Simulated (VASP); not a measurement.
# SnO2 in VASP: a series of runs, part 2 of 2

VASP 6.6.1.

## (3) Single point, PBE

This run uses another cell than the first one, of the same volume but with other edges.

File INCAR:

```
SYSTEM = SnO2
PREC = Accurate
ENCUT = 520
EDIFF = 1E-7
ISMEAR = 0
SIGMA = 0.05
LREAL = .False.
LASPH = .True.
NELM = 60
ALGO = Normal
ISIF = 2
LWAVE = .False.
LCHARG = .True.
GGA = PE
LELF = .True.
LVHAR = .True.
NBANDS = 35
```

File KPOINTS:

```
Automatic mesh
0
Gamma
  6 6 8
  0 0 0
```

File POSCAR:

```
SnO2
1.0
    4.9352961424      0.0000000000      0.0000000000
    0.0000000000      4.9353101105      0.0000000000
    0.0000000000      0.0000000000      3.0983789182
Sn O
2 4
Direct
    0.5000000000      0.5000000000      0.5000000000
    0.0000000000      0.0000000000      0.0000000000
    0.3285422861      0.3286001785      0.0000000000
    0.8285422861      0.1713998215      0.5000000000
    0.1714577139      0.8286001785      0.5000000000
    0.6714577139      0.6713998215      0.0000000000
```

Potentials or basis: VASP PAW PBE potentials, release 64 (Sn_d, O).

Started as:

```sh
$ cat potpaw_PBE.64/Sn_d/POTCAR potpaw_PBE.64/O/POTCAR > POTCAR
$ mpirun -np 1 vasp_std > vasp.out
```

OUTCAR:

```text
SYSTEM = SnO2
   PREC = Accurate
   ENCUT = 520
   EDIFF = 1E-7
   ISMEAR = 0
   LREAL = .False.
   LASPH = .True.
   NELM = 60
   ISIF = 2
   GGA = PE

 ion  position               nearest neighbor table
   1  0.500  0.500  0.500-   3 1.96   6 1.96   3 1.96   6 1.96   5 2.29   4 2.29
   2  0.000  0.000  0.000-   4 1.96   5 1.96   4 1.96   5 1.96   3 2.29   6 2.29
   3  0.329  0.329  0.000-   1 1.96   1 1.96   2 2.29
   4  0.829  0.171  0.500-   2 1.96   2 1.96   1 2.29
   5  0.171  0.829  0.500-   2 1.96   2 1.96   1 2.29
   6  0.671  0.671  0.000-   1 1.96   1 1.96   2 2.29

[... 1121 lines left out ...]
  -------------------------------------------------------------------------------------
  Total        5.0208970      5.0160296     15.5298718     -0.0000000      0.0000000      0.0000000
  in kB      106.5932492    106.4899143    329.6979590     -0.0000000      0.0000000      0.0000000
  external PRESSURE =     180.9270408 kB  Pullay stress =       0.0000000 kB

 VOLUME and BASIS-vectors are now :
 -----------------------------------------------------------------------------
  energy-cutoff  :      520.00
  volume of cell :       75.47
      direct lattice vectors                 reciprocal lattice vectors
     4.935296142  0.000000000  0.000000000     0.202622086  0.000000000  0.000000000
     0.000000000  4.935310110  0.000000000     0.000000000  0.202621513  0.000000000
     0.000000000  0.000000000  3.098378918     0.000000000  0.000000000  0.322749420

 POSITION                                       TOTAL-FORCE (eV/Angst)
 -----------------------------------------------------------------------------------
      2.46765      2.46766      1.54919         0.000000     -0.000000      0.000000
      0.00000      0.00000      0.00000         0.000000     -0.000000      0.000000
      1.62145      1.62174      0.00000        -2.746720     -2.746298      0.000000
      4.08910      0.84591      1.54919        -2.746720      2.746298      0.000000
      0.84619      4.08940      1.54919         2.746720     -2.746298      0.000000
      3.31384      3.31357      0.00000         2.746720      2.746298     -0.000000
 -----------------------------------------------------------------------------------
    total drift:                               -0.000000     -0.000000      0.000000

  FREE ENERGIE OF THE ION-ELECTRON SYSTEM (eV)
  ---------------------------------------------------
  free  energy   TOTEN  =       -35.9925238329 eV

  energy  without entropy=      -35.9925238329  energy(sigma->0) =      -35.99252383
```

OSZICAR:

```text
N       E                     dE             d eps       ncg     rms          rms(c)
DAV:   1     0.639511992111E+03    0.63951E+03   -0.25728E+04  6245   0.228E+03
DAV:   2     0.585694216204E+02   -0.58094E+03   -0.54799E+03  6080   0.610E+02
DAV:   3    -0.376203534341E+02   -0.96190E+02   -0.94405E+02  6113   0.208E+02
DAV:   4    -0.425754230978E+02   -0.49551E+01   -0.49208E+01  7015   0.513E+01
DAV:   5    -0.427009805908E+02   -0.12556E+00   -0.12545E+00  6847   0.855E+00    0.169E+01
DAV:   6    -0.359023067016E+02    0.67987E+01   -0.19714E+01  8575   0.652E+01    0.651E+00
DAV:   7    -0.360232749558E+02   -0.12097E+00   -0.21704E+00  6070   0.835E+00    0.341E+00
DAV:   8    -0.359993733720E+02    0.23902E-01   -0.19590E-01  8236   0.489E+00    0.779E-01
DAV:   9    -0.359915040872E+02    0.78693E-02   -0.44084E-02  8953   0.338E+00    0.138E-01
DAV:  10    -0.359923276937E+02   -0.82361E-03   -0.47207E-03  6146   0.495E-01    0.666E-02
DAV:  11    -0.359925241292E+02   -0.19644E-03   -0.27696E-04  7393   0.131E-01    0.198E-02
DAV:  12    -0.359925241262E+02    0.29686E-08   -0.16500E-05  7919   0.515E-02    0.940E-03
DAV:  13    -0.359925240993E+02    0.26939E-07   -0.43613E-06  7216   0.386E-02    0.183E-03
DAV:  14    -0.359925239407E+02    0.15855E-06   -0.11901E-06  7255   0.837E-03    0.119E-03
DAV:  15    -0.359925237794E+02    0.16133E-06   -0.58351E-08  4083   0.199E-03    0.467E-04
DAV:  16    -0.359925238329E+02   -0.53478E-07   -0.12970E-08  3382   0.126E-03
   1 F= -.35992524E+02 E0= -.35992524E+02  d E =-.845126E-20
```

stdout:

```text
POSCAR found type information on POSCAR SnO
 POSCAR found :  2 types and       6 ions
 scaLAPACK will be used
 LDA part: xc-table for (Slater+PW92), standard interpolation
 POSCAR, INCAR and KPOINTS ok, starting setup
 FFT: planning ... GRIDC
 FFT: planning ... GRID_SOFT
 FFT: planning ... GRID
 WAVECAR not read
 entering main loop
```

Wall time 76 s (1 thread of Intel Xeon 6975P-C (Granite Rapids), shared host); peak memory 0.29 GiB.

What came out:

* Free energy: -35.9925 eV
* Pressure: 18.1 GPa
* Largest force: 3.884 eV/Å
* Band gap on the k mesh: 1.65 eV

Forces in eV/Å, atoms in the order of the input:
```
Sn   0.000  0.000  0.000
Sn   0.000  0.000  0.000
O   -2.747 -2.746  0.000
O   -2.747  2.746  0.000
O    2.747 -2.746  0.000
O    2.747  2.746  0.000
```

Caveat: the cell stands under pressure; spin-orbit coupling is left out, which moves the levels of the heavy elements; forces of over 1 eV/Å act on the atoms, so gaps and moduli don't describe the material at rest.

## (4) Single point, PBE

File INCAR:

```
PREC = Accurate ; ENCUT = 520
EDIFF = 1E-6 ; ISMEAR = 0
SIGMA = 0.05 ; LREAL = False
LASPH = True ; NELM = 100
ALGO = Normal ; ISIF = 2
LWAVE = False ; LCHARG = True
GGA = PE ; LELF = True
LVHAR = True ; NBANDS = 35
```

File KPOINTS:

```
Automatic mesh
0
Gamma
  6 6 8
```

File POSCAR:

```
SnO2
1.0
    4.8277933061      0.0000000000      0.0000000000
    0.0000000000      4.8278069700      0.0000000000
    0.0000000000      0.0000000000      3.2379014612
Sn O
2 4
Direct
    0.5000000000      0.5000000000      0.5000000000
    0.0000000000      0.0000000000      0.0000000000
    0.3431888489      0.3432467413      0.0000000000
    0.8431888489      0.1567532587      0.5000000000
    0.1568111511      0.8432467413      0.5000000000
    0.6568111511      0.6567532587      0.0000000000
```

Potentials or basis: VASP PAW PBE potentials, release 64 (Sn_d, O).

Started as:

```sh
$ cat potpaw_PBE.64/Sn_d/POTCAR potpaw_PBE.64/O/POTCAR > POTCAR
$ mpirun -np 1 vasp_std > vasp.out
```

OUTCAR:

```text
PREC = Accurate
   ENCUT = 520
   EDIFF = 1E-6
   ISMEAR = 0
   LREAL = False
   LASPH = True
   NELM = 100
   ISIF = 2
   GGA = PE

 ion  position               nearest neighbor table
   1  0.500  0.500  0.500-   3 1.94   6 1.94   3 1.94   6 1.94   5 2.34   4 2.34
   2  0.000  0.000  0.000-   4 1.94   5 1.94   4 1.94   5 1.94   3 2.34   6 2.34
   3  0.343  0.343  0.000-   1 1.94   1 1.94   2 2.34
   4  0.843  0.157  0.500-   2 1.94   2 1.94   1 2.34
   5  0.157  0.843  0.500-   2 1.94   2 1.94   1 2.34
   6  0.657  0.657  0.000-   1 1.94   1 1.94   2 2.34

  LATTYP: Found a simple tetragonal cell.
 ALAT       =     4.8277933061
 C/A-ratio  =     0.6706793883

  Lattice vectors:

 A1 = (   4.8277933061,   0.0000000000,   0.0000000000)
 A2 = (   0.0000000000,   4.8278069700,   0.0000000000)
 A3 = (   0.0000000000,   0.0000000000,   3.2379014612)

Analysis of symmetry for initial positions (statically):
=====================================================================
 Subroutine PRICEL returns:
 Original cell was already a primitive cell.

[... 182 lines left out ...]
 cond. band min:       6.6918372467   @ k =   0.0000   0.0000   0.0000
 fundamental gap:      1.0688593238
 Fermi energy:         5.8400193039

 k-point     1 :       0.0000    0.0000    0.0000
  band No.  band energies     occupation
      1     -15.9188      2.00000
      2     -15.7075      2.00000
      3     -14.6320      2.00000
      4     -14.6320      2.00000
      5     -14.5151      2.00000
      6     -14.4668      2.00000
[... 901 lines left out ...]
     34      16.8402      0.00000
     35      18.4597      0.00000

 [... further k-points ...]

------------------------ aborting loop because EDIFF is reached ----------------------------------------

  FORCE on cell =-STRESS in cart. coord.  units (eV):
  Direction    XX          YY          ZZ          XY          YZ          ZX
  --------------------------------------------------------------------------------------
  -------------------------------------------------------------------------------------
  Total        8.8829450      8.8728134     15.4564555      0.0000000      0.0000000      0.0000000
  in kB      188.5842246    188.3691329    328.1393380      0.0000000      0.0000000      0.0000000
  external PRESSURE =     235.0308985 kB  Pullay stress =       0.0000000 kB

 VOLUME and BASIS-vectors are now :
 -----------------------------------------------------------------------------
  energy-cutoff  :      520.00
  volume of cell :       75.47
      direct lattice vectors                 reciprocal lattice vectors
     4.827793306  0.000000000  0.000000000     0.207133971  0.000000000  0.000000000
     0.000000000  4.827806970  0.000000000     0.000000000  0.207133385  0.000000000
     0.000000000  0.000000000  3.237901461     0.000000000  0.000000000  0.308842011

 POSITION                                       TOTAL-FORCE (eV/Angst)
 -----------------------------------------------------------------------------------
      2.41390      2.41390      1.61895        -0.000000      0.000000      0.000000
      0.00000      0.00000      0.00000        -0.000000      0.000000      0.000000
      1.65684      1.65713      0.00000        -4.921568     -4.920475     -0.000000
      4.07074      0.75677      1.61895        -4.921568      4.920475     -0.000000
      0.75705      4.07103      1.61895         4.921568     -4.920475      0.000000
      3.17095      3.17068      0.00000         4.921568      4.920475      0.000000
 -----------------------------------------------------------------------------------
    total drift:                               -0.000000      0.000000      0.000000

  FREE ENERGIE OF THE ION-ELECTRON SYSTEM (eV)
  ---------------------------------------------------
  free  energy   TOTEN  =       -34.2009657495 eV

  energy  without entropy=      -34.2009657495  energy(sigma->0) =      -34.20096575
```

stdout:

```text
POSCAR found type information on POSCAR SnO
 POSCAR found :  2 types and       6 ions
 scaLAPACK will be used
 LDA part: xc-table for (Slater+PW92), standard interpolation
 POSCAR, INCAR and KPOINTS ok, starting setup
 FFT: planning ... GRIDC
 FFT: planning ... GRID_SOFT
 FFT: planning ... GRID
 WAVECAR not read
 entering main loop
```

Wall time 54 s (1 thread of Intel Xeon 6975P-C (Granite Rapids), shared host); peak memory 0.29 GiB.

What came out:

```
Free energy            : -34.2010 eV
Pressure               : 23.5 GPa
Largest force          : 6.959 eV/Å
Band gap on the k mesh : 1.07 eV (least direct gap 1.19 eV)
```

Forces on the atoms (eV/Å):
```
Sn   0.000  0.000  0.000
Sn   0.000  0.000  0.000
O   -4.922 -4.920  0.000
O   -4.922  4.920  0.000
O    4.922 -4.920  0.000
O    4.922  4.920  0.000
```

Caveat: the cell stands under pressure; spin-orbit coupling is left out, which moves the levels of the heavy elements; forces of over 1 eV/Å act on the atoms, so gaps and moduli don't describe the material at rest. A k mesh can miss the band edges.

## (5) The runs side by side

```csv
cell,gap on the mesh (eV),pressure (GPa),largest force (eV/Å)
"a = 4.854, b = 4.854, c = 3.203 Å, 6 atoms, atomic positions A",0.73,1.3,0.05
"a = 4.935, b = 4.935, c = 3.098 Å, 6 atoms, atomic positions B",1.65,18.1,3.88
"a = 4.828, b = 4.828, c = 3.238 Å, 6 atoms, atomic positions C",1.07,23.5,6.96
```

Alike in all rows: task single point; level PBE; potentials or basis VASP PAW PBE potentials, release 64 (Sn_d, O); no spin polarisation; k mesh 6 × 6 × 8; cutoff (eV) 520; smearing gaussian 0.05 eV.

Caveats: spin-orbit coupling is left out, which moves the levels of the heavy elements; the cell stands under pressure (at least some runs); forces of over 1 eV/Å act on the atoms, so gaps and moduli don't describe the material at rest (at least some runs).

Total energies depend on the potentials used, so only differences within one code and one set of settings carry meaning.
